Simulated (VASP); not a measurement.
Set up this calculation in VASP 6.6.1, as the native input.

- Task: single point
- Functional: PBE
- Potentials or basis: VASP PAW PBE potentials, release 64 (Li_sv, H)
- Cutoff: 520 eV
- k mesh: 2 × 2 × 2
- Occupations: gaussian, width 0.01 eV
- Spin: no spin polarisation
- Dipole correction: no
- Further INCAR settings: LREAL = Auto; ALGO = Normal; EDIFF = 1e-06; NBANDS = 30

The structure of LiH lies in POSCAR:

```
LiH
1.0
    0.0000000000      4.0071000518     -4.0071000518
    4.0071000518      4.0071000518      0.0000000000
    4.0071000518      0.0000000000     -4.0071000518
Li H
8 8
Direct
    0.5000000000      0.5000000000      0.0000000000
    0.5000000000      0.0000000000      0.0000000000
    1.0000000000      0.5000000000      0.0000000000
    1.0000000000      0.0000000000      0.0000000000
    0.5000000000      0.5000000000      0.5000000000
    0.5000000000      0.0000000000      0.5000000000
    1.0000000000      0.5000000000      0.5000000000
    1.0000000000      0.0000000000      0.5000000000
    0.2500000000      0.7500000000      0.2500000000
    0.2500000000      0.2500000000      0.2500000000
    0.7500000000      0.7500000000      0.2500000000
    0.7500000000      0.2500000000      0.2500000000
    0.2500000000      0.7500000000      0.7500000000
    0.2500000000      0.2500000000      0.7500000000
    0.7500000000      0.7500000000      0.7500000000
    0.7500000000      0.2500000000      0.7500000000
```

The input as run:

INCAR

```
PREC = Accurate
ENCUT = 520
EDIFF = 1E-6
ISMEAR = 0
SIGMA = 0.01
LREAL = Auto
LASPH = T
NELM = 80
ALGO = Normal
ISIF = 2
LWAVE = F
LCHARG = F
GGA = PE
NBANDS = 30
```

KPOINTS

```
Automatic mesh
0
Gamma
  2 2 2
```

Potentials or basis: VASP PAW PBE potentials, release 64 (Li_sv, H).

Launch:

```bash
$ cat potpaw_PBE.64/Li_sv/POTCAR potpaw_PBE.64/H/POTCAR > POTCAR
$ mpirun -np 1 vasp_std > vasp.out
```

Results of the run:

| Item | Value |
| --- | --- |
| Band gap on the k mesh | 2.97 eV |

Caveat: the k points lie up to 0.68 Å⁻¹ apart.

It took 27 s on 1 thread of AMD EPYC 7R43 64-Core Processor (Zen 3), with other jobs on the host, peak memory 0.2 GiB.
